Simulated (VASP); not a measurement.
# ZnCd2TeO2 (P4/mmm) in VASP: further runs

Runs on ZnCd2TeO2. Level: PBE. Tasks: single point, relaxation of cell and atoms.

All numbers are computed with VASP 6.6.1; they aren't measurements. Logs are shortened: lines on timing, memory, paths and dates and some standing lists are left out, and cuts for length are marked.

**1. The cell of the first run**

Symmetry: P4/mmm, No. 123, tetragonal system. The conventional cell has a = 3.260 Å, b = 3.260 Å, c = 11.004 Å, α = 90.00°, β = 90.00°, γ = 90.00°. Zn (site symmetry 4/mmm) has 2 O at 1.90 Å within 2.5 Å. Cd (site symmetry 4mm) has 4 O at 2.40 Å and 1 Te at 2.94 Å and 4 Cd at 3.26 Å within 3.3 Å. Te (site symmetry 4/mmm) has 2 Cd at 2.94 Å and 4 Te at 3.26 Å within 3.9 Å. O (site symmetry 4mm) has 1 Zn at 1.90 Å and 4 Cd at 2.40 Å within 2.5 Å.

The cell was generated, and may not be a known phase.

**2. Single point, PBE**

INCAR

```
SYSTEM = ZnCd2TeO2
PREC = Accurate ; ENCUT = 520
EDIFF = 1E-6 ; ISMEAR = 0
SIGMA = 0.1 ; LREAL = .False.
LASPH = .True. ; NELM = 80
ALGO = Normal ; ISIF = 2
LWAVE = .False. ; LCHARG = .False.
GGA = PE ; NBANDS = 36
```

KPOINTS

```
regular mesh
0
Gamma
  12 12 4
  0 0 0
```

POSCAR

```
ZnCd2TeO2
1.0
    3.2604683957      0.0000000000      0.0000000000
    0.0000000000      3.2604683957      0.0000000000
    0.0000000000      0.0000000000     11.0037597952
Zn Cd Te O
1 2 1 2
Direct
    0.0000000000      0.0000000000      0.5000000000
    0.5000000000      0.5000000000      0.7331423080
    0.5000000000      0.5000000000      0.2668576920
    0.5000000000      0.5000000000      0.0000000000
    0.0000000000      0.0000000000      0.6723620119
    0.0000000000      0.0000000000      0.3276379881
```

Potentials or basis: VASP PAW PBE potentials, release 64 (Zn, Cd, Te, O).

Run with:

```console
cat potpaw_PBE.64/Zn/POTCAR potpaw_PBE.64/Cd/POTCAR potpaw_PBE.64/Te/POTCAR potpaw_PBE.64/O/POTCAR > POTCAR
mpirun -np 1 vasp_std > vasp.out
```

OUTCAR:

```text
SYSTEM = ZnCd2TeO2
   PREC = Accurate
   ENCUT = 520
   EDIFF = 1E-6
   ISMEAR = 0
   LREAL = .False.
   LASPH = .True.
   NELM = 80
   ISIF = 2
   GGA = PE

 ion  position               nearest neighbor table
   1  0.000  0.000  0.500-   5 1.90   6 1.90
   2  0.500  0.500  0.733-   5 2.40   5 2.40   5 2.40   5 2.40   4 2.94
   3  0.500  0.500  0.267-   6 2.40   6 2.40   6 2.40   6 2.40   4 2.94
   4  0.500  0.500  0.000-   2 2.94   3 2.94
   5  0.000  0.000  0.672-   1 1.90   2 2.40   2 2.40   2 2.40   2 2.40
   6  0.000  0.000  0.328-   1 1.90   3 2.40   3 2.40   3 2.40   3 2.40

  LATTYP: Found a simple tetragonal cell.
 ALAT       =     3.2604683957
 C/A-ratio  =     3.3749015355

  Lattice vectors:

 A1 = (   3.2604683957,   0.0000000000,   0.0000000000)
 A2 = (   0.0000000000,   3.2604683957,   0.0000000000)
 A3 = (   0.0000000000,   0.0000000000,  11.0037597952)

Analysis of symmetry for initial positions (statically):
=====================================================================
 Subroutine PRICEL returns:
 Original cell was already a primitive cell.

 Routine SETGRP: Setting up the symmetry group for a
 simple tetragonal supercell.

 Subroutine GETGRP returns: Found 16 space group operations
 (whereof 16 operations were pure point group operations)
 out of a pool of 16 trial point group operations.

The static configuration has the point symmetry D_4h.

Analysis of symmetry for dynamics (positions and initial velocities):
=====================================================================
 Subroutine PRICEL returns:
 Original cell was already a primitive cell.

 Routine SETGRP: Setting up the symmetry group for a
 simple tetragonal supercell.

 Subroutine GETGRP returns: Found 16 space group operations
 (whereof 16 operations were pure point group operations)
 out of a pool of 16 trial point group operations.

The dynamic configuration has the point symmetry D_4h.

 Subroutine INISYM returns: Found 16 space group operations
 (whereof 16 operations are pure point group operations),
 and found     1 'primitive' translations

----------------------------------------------------------------------------------------

                                     Primitive cell

  volume of cell :     116.9772

  direct lattice vectors                    reciprocal lattice vectors
     3.260468396  0.000000000  0.000000000     0.306704399  0.000000000  0.000000000
[... 90 lines left out ...]
   LSORBIT =      F    spin-orbit coupling
   LASPH  =      T    aspherical Exc in radial PAW
   ENCUT  =  520.0 eV  38.22 Ry    6.18 a.u.   6.06  6.06 20.46*2*pi/ulx,y,z
   NELM   =     80;   NELMIN=  2; NELMDL= -5     # of ELM steps
   EDIFF  = 0.1E-05   stopping-criterion for ELM
   LREAL  =      F    real-space projection
   EDIFFG = 0.1E-04   stopping-criterion for IOM
   NSW    =      0    number of steps for IOM
   IBRION =     -1    ionic relax: 0-MD 1-quasi-New 2-CG
   NFREE  =      0    steps in history (QN), initial steepest desc. (CG)
   ISIF   =      2    stress and relaxation
   ISYM   =      2    0-nonsym 1-usesym 2-fastsym
   POTIM  = 0.5000    time-step for ionic-motion
   TEBEG  =    0.0;   TEEND  =   0.0 temperature during run
   PSTRESS=    0.0 pullay stress
   NELECT =      54.0000    total number of electrons
   NUPDOWN=      -1.0000    fix difference up-down
   EMIN   =  10.00;   EMAX   =-10.00  energy-range for DOS
   EFERMI =   0.00;   METHOD = LEGACY
   ISMEAR =     0;   SIGMA  =   0.10  broadening in eV -4-tet -1-fermi 0-gaus
   EFERMI_NEDOS =   21; number of points for ismear=-14 and -15
   IALGO  =     38    algorithm
   IMIX   =      4    mixing-type and parameters
     AMIX     =   0.40;   BMIX     =  1.00
     AMIX_MAG =   1.60;   BMIX_MAG =  1.00
  volume/ion in A,a.u.               =      19.50       131.57
  Fermi-wavevector in a.u.,A,eV,Ry     =   1.265238  2.390954 21.780592  1.600828
  Thomas-Fermi vector in A             =   2.398502
   LORBIT       =      0    0 simple, 1 ext, 2 COOP (PROOUT), +10 PAW based schemes
   GGA     = PE    functional components
   LHFCALC =     F    Hartree Fock is set to
   AEXX    =    0.0000 exact exchange contribution
   IVDW    =     0    specifies the selected vdW correction
   LEPSILON=     F    determine dielectric tensor
   LRPA    =     F    only Hartree local field effects (RPA)
 non-spin polarized calculation
 Gauss-broadening in eV      SIGMA  =   0.10
  energy-cutoff  :      520.00
  volume of cell :      116.98
 maximum number of plane-waves:      3200
   NGX = 13   NGY = 13   NGZ = 41

 number of electron      53.9999982 magnetization

 Free energy of the ion-electron system (eV)
  ---------------------------------------------------
  ext. energy  EPLUGINS =         0.00000000
  ---------------------------------------------------
  free energy    TOTEN  =       -19.29664607 eV

  energy without entropy =      -19.28325323  energy(sigma->0) =      -19.28994965

 E-fermi :   3.7418     XC(G=0): -10.0280

 val. band max:        3.7322906989   @ k =   0.3333   0.1667   0.5000
 cond. band min:       3.7445578614   @ k =   0.2500   0.2500   0.2500
 fundamental gap:      0.0122671625
 Fermi energy:         3.7418072311

 k-point     1 :       0.0000    0.0000    0.0000
  band No.  band energies     occupation
      1     -15.5448      2.00000
      2     -15.3484      2.00000
      3      -9.1699      2.00000
      4      -5.6101      2.00000
      5      -5.5036      2.00000
      6      -5.4999      2.00000
[... 925 lines left out ...]
     35       8.6563      0.00000
     36       9.6058      0.00000

 [... further k-points ...]
[... 5 lines left out ...]
  --------------------------------------------------------------------------------------
  -------------------------------------------------------------------------------------
  Total        0.3007309      0.3007309      0.5203718      0.0000000      0.0000000      0.0000000
  in kB        4.1189596      4.1189596      7.1272710      0.0000000      0.0000000      0.0000000
  external PRESSURE =       5.1217301 kB  Pullay stress =       0.0000000 kB

 VOLUME and BASIS-vectors are now :
 -----------------------------------------------------------------------------
  energy-cutoff  :      520.00
  volume of cell :      116.98
      direct lattice vectors                 reciprocal lattice vectors
     3.260468396  0.000000000  0.000000000     0.306704399  0.000000000  0.000000000
     0.000000000  3.260468396  0.000000000     0.000000000  0.306704399  0.000000000
     0.000000000  0.000000000 11.003759795     0.000000000  0.000000000  0.090878029

 POSITION                                       TOTAL-FORCE (eV/Angst)
 -----------------------------------------------------------------------------------
      0.00000      0.00000      5.50188         0.000000      0.000000      0.000000
      1.63023      1.63023      8.06732         0.000000     -0.000000      0.033574
      1.63023      1.63023      2.93644         0.000000     -0.000000     -0.033574
      1.63023      1.63023      0.00000         0.000000      0.000000      0.000000
      0.00000      0.00000      7.39851        -0.000000      0.000000      0.075379
      0.00000      0.00000      3.60525         0.000000      0.000000     -0.075379
 -----------------------------------------------------------------------------------
    total drift:                                0.000000     -0.000000      0.000000

  FREE ENERGIE OF THE ION-ELECTRON SYSTEM (eV)
  ---------------------------------------------------
  free  energy   TOTEN  =       -19.2966460731 eV

  energy  without entropy=      -19.2832532294  energy(sigma->0) =      -19.28994965
```

OSZICAR:

```text
N       E                     dE             d eps       ncg     rms          rms(c)
DAV:   1     0.472580368076E+03    0.47258E+03   -0.26404E+04  6048   0.159E+03
DAV:   2     0.261527899262E+02   -0.44643E+03   -0.42454E+03  6244   0.401E+02
DAV:   3    -0.225121417854E+02   -0.48665E+02   -0.47790E+02  6884   0.132E+02
DAV:   4    -0.238147446628E+02   -0.13026E+01   -0.12964E+01  6840   0.221E+01
DAV:   5    -0.238269470940E+02   -0.12202E-01   -0.12201E-01  7012   0.217E+00    0.160E+01
DAV:   6    -0.194609072198E+02    0.43660E+01   -0.17486E+01  9424   0.584E+01    0.105E+01
DAV:   7    -0.193733882718E+02    0.87519E-01   -0.47485E+00  6648   0.129E+01    0.691E+00
DAV:   8    -0.193183341620E+02    0.55054E-01   -0.67719E-01  7336   0.602E+00    0.228E+00
DAV:   9    -0.192976616430E+02    0.20673E-01   -0.73662E-02  7920   0.406E+00    0.407E-01
DAV:  10    -0.192968055248E+02    0.85612E-03   -0.11193E-02  6892   0.863E-01    0.212E-01
DAV:  11    -0.192966171460E+02    0.18838E-03   -0.10418E-03  6932   0.200E-01    0.707E-02
DAV:  12    -0.192966527091E+02   -0.35563E-04   -0.20215E-04  6636   0.845E-02    0.316E-02
DAV:  13    -0.192966465788E+02    0.61303E-05   -0.33942E-05  6656   0.440E-02    0.171E-02
DAV:  14    -0.192966460731E+02    0.50565E-06   -0.30844E-06  5032   0.117E-02
   1 F= -.19296646E+02 E0= -.19289950E+02  d E =-.133928E-01
```

stdout:

```text
POSCAR found type information on POSCAR ZnCdTeO
 POSCAR found :  4 types and       6 ions
 scaLAPACK will be used
 LDA part: xc-table for (Slater+PW92), standard interpolation
 POSCAR, INCAR and KPOINTS ok, starting setup
 FFT: planning ... GRIDC
 FFT: planning ... GRID_SOFT
 FFT: planning ... GRID
 WAVECAR not read
 entering main loop
```

Run time: 7.8 min. Hardware: 1 thread of AMD EPYC 7R43 (Zen 3), shared host; peak memory 0.42 GiB.

Results:

| Quantity | Value |
| --- | --- |
| Free energy | -19.2966 eV |
| Pressure | 0.5 GPa |
| Largest force | 0.075 eV/Å |
| Band gap on the k mesh | zero (bands 27 and 28 overlap by 1.16 eV) |

Forces in eV/Å, atoms in the order of the input:
```
Zn   0.000  0.000  0.000
Cd   0.000  0.000  0.034
Cd   0.000  0.000 -0.034
Te   0.000  0.000  0.000
O    0.000  0.000  0.075
O    0.000  0.000 -0.075
```

Caveat: spin-orbit coupling is left out, which moves the levels of the heavy elements.

**3. Relaxation of cell and atoms, PBE**

This run uses another cell than the first one, of 19.63 Å³/atom.

INCAR

```
  ALGO = Normal
  EDIFF = 1E-7
  EDIFFG = -0.04
  ENCUT = 600
  GGA = PE
  IBRION = 2
  ISIF = 3
  ISMEAR = 0
  LASPH = T
  LCHARG = F
  LREAL = F
  LWAVE = F
  NELM = 60
  NSW = 90
  PREC = Accurate
  SIGMA = 0.1
```

KPOINTS

```
k-points
0
Gamma
  6 6 2
```

POSCAR

```
ZnCd2TeO2
1.0
    3.2888800611      0.0000000000      0.0000000000
    0.0000000000      3.2888800611      0.0000000000
    0.0000000000      0.0000000000     10.8901463845
Zn Cd Te O
1 2 1 2
Direct
    0.0000000000      0.0000000000      0.5000000000
    0.5000000000      0.5000000000      0.7383755917
    0.5000000000      0.5000000000      0.2616244083
    0.5000000000      0.5000000000      0.0000000000
    0.0000000000      0.0000000000      0.6695967539
    0.0000000000      0.0000000000      0.3304032461
```

Potentials or basis: VASP PAW PBE potentials, release 64 (Zn, Cd, Te, O).

Run with:

```console
cat potpaw_PBE.64/Zn/POTCAR potpaw_PBE.64/Cd/POTCAR potpaw_PBE.64/Te/POTCAR potpaw_PBE.64/O/POTCAR > POTCAR
mpirun -np 1 vasp_std > vasp.out
```

Wall time 15 min (1 thread of AMD EPYC 7R43 (Zen 3), shared host); peak memory 0.29 GiB.

It converged, with:

```yaml
Free_energy: -19.1898 eV
Relaxed_volume: 19.64 Å³/atom
Relaxed_cell: a = 3.265 Å, b = 3.265 Å, c = 11.053 Å, α = 90.00°, β = 90.00°, γ = 90.00°
Space_group_after_relaxing_to_0.1_Å: P4/mmm (No. 123)
Energy_gained_by_relaxing: 5.1 meV/atom
Ionic_steps: 9
Pressure_after_relaxing: 0.0 GPa
Band_gap_on_the_k_mesh: zero (bands 27 and 28 overlap by 1.20 eV)
```

Stress tensor (GPa, compression positive):
```
 0.06  0.00  0.00
 0.00  0.06  0.00
 0.00  0.00 -0.11
```

The path:
```csv
step,energy change (eV),largest force (eV/Å),pressure (GPa),volume (Å³)
1,0.0000,0.3593,0.89,117.80
2,-0.0213,0.1451,-0.97,119.64
3,-0.0223,0.1576,-0.67,119.31
4,-0.0284,0.1007,-0.19,118.21
5,-0.0295,0.0646,0.12,117.54
6,-0.0295,0.0627,0.14,117.50
7,-0.0301,0.0446,0.05,117.67
8,-0.0304,0.0218,-0.11,117.94
9,-0.0308,0.0016,0.00,117.85
```

Final structure:
```
Zn Cd Te O
1.0
     3.26532    0.00000    0.00000
     0.00000    3.26532    0.00000
     0.00000    0.00000   11.05268
Zn Cd Te O
1 2 1 2
Direct
  0.00000 0.00000 0.50000
  0.50000 0.50000 0.73470
  0.50000 0.50000 0.26530
  0.50000 0.50000 0.00000
  0.00000 0.00000 0.67147
  0.00000 0.00000 0.32853
```

Levels at points of the mesh, in eV from the Fermi level:
| k point | band 25 | band 26 | band 27 | band 28 | band 29 | band 30 |
| --- | --- | --- | --- | --- | --- | --- |
| (0.00, 0.00, 0.00) | -3.26 | -3.03 | -0.39 | 1.15 | 1.44 | 1.44 |
| (0.50, 0.00, 0.00) | -2.68 | -2.40 | -0.07 | 0.96 | 1.66 | 1.86 |
| (0.50, 0.50, 0.00) | -3.59 | -3.59 | -1.98 | 0.90 | 2.28 | 2.28 |
| (0.00, 0.00, 0.50) | -3.26 | -1.72 | -1.39 | 1.44 | 1.44 | 2.30 |
| (0.50, 0.00, 0.50) | -2.68 | -2.40 | 0.36 | 0.55 | 1.52 | 2.62 |
| (0.50, 0.50, 0.50) | -3.54 | -3.54 | -1.98 | 1.36 | 1.46 | 2.24 |

Caveat: spin-orbit coupling is left out, which moves the levels of the heavy elements.

The gap in the log of VASP goes by the Fermi energy; the results here count the filled bands.